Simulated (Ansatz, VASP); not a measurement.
## Two plane-wave programs on CaO

Contents of POSCAR:

```
CaO
1.0
    0.0000000000      2.6449200000      2.6449200000
    2.6449200000      0.0000000000      2.6449200000
    2.6449200000      2.6449200000      0.0000000000
Ca O
1 1
Direct
    0.0000000000      0.0000000000      0.0000000000
    0.5000000000      0.5000000000      0.5000000000
```

The input INCAR.step1:

```
SYSTEM = CaO
ALGO = Normal
EDIFF = 1E-4
ENCUT = 520
GGA = PE
ISMEAR = 0
LASPH = .TRUE.
LCHARG = .FALSE.
LREAL = .FALSE.
LWAVE = .TRUE.
NBANDS = 15
NELM = 60
PREC = Accurate
SIGMA = 0.05
```

The input INCAR.step2:

```
SYSTEM = CaO
ALGO = Normal
EDIFF = 1E-6
ENCUT = 520
ISIF = 2
ISMEAR = 0
ISTART = 1
LASPH = .TRUE.
LCHARG = .TRUE.
LELF = .TRUE.
LMIXTAU = .TRUE.
LREAL = .FALSE.
LVHAR = .TRUE.
LWAVE = .FALSE.
METAGGA = R2SCAN
NBANDS = 15
NELM = 60
PREC = Accurate
SIGMA = 0.05
```

File KPOINTS:

```
k-points
0
G
  8 8 8
  0 0 0
```

Input for Ansatz:

```yaml
crystal:
  lattice:
    - [0.0, 2.64492, 2.64492]
    - [2.64492, 0.0, 2.64492]
    - [2.64492, 2.64492, 0.0]
  atoms:
    - { symbol: Ca, position: [0.0, 0.0, 0.0] }
    - { symbol: O, position: [0.5, 0.5, 0.5] }
basis:
  ecutwfc: 500
kpoints:
  mp_grid: { grid: [8, 8, 8] }
hamiltonian:
  xc: r2scan
scf:
  occupations: { method: gaussian, width: 0.05 }
output:
  forces: true
  stress: true
  eigenvalues: true
  write_density: true
  write_potential: true
  elf: true
  volumetric_format: npy
```

Change from the starting cell: strain +0.080 along x and y, +0.080 along z, atoms carried along.

Alike in both runs: task single point; functional r2SCAN; k mesh 8 × 8 × 8; occupations gaussian, width 0.05 eV; no spin polarisation.

|  | VASP | Ansatz |
| --- | --- | --- |
| version | VASP 6.6.1 | Ansatz 0.2.0 |
| potentials or method | VASP PAW PBE potentials, release 64 (Ca_sv, O), cutoff 520 eV | scalar-relativistic, plane waves, PAW |
| valence electrons in the cell | 16 | 16 |

|  | VASP | Ansatz | Ansatz less VASP |
| --- | --- | --- | --- |
| gap on the k mesh at the Fermi level (eV) | 3.38 | 3.37 | -0.003 |
| least direct gap on the mesh (eV) | 3.38 | 3.37 | -0.003 |
| pressure (GPa) | -18.0 | -18.2 | -0.27 |

VASP's potentials were made for PBE, not for r2SCAN. The functional is the same, so the differences come from potentials, cutoffs and numerics.
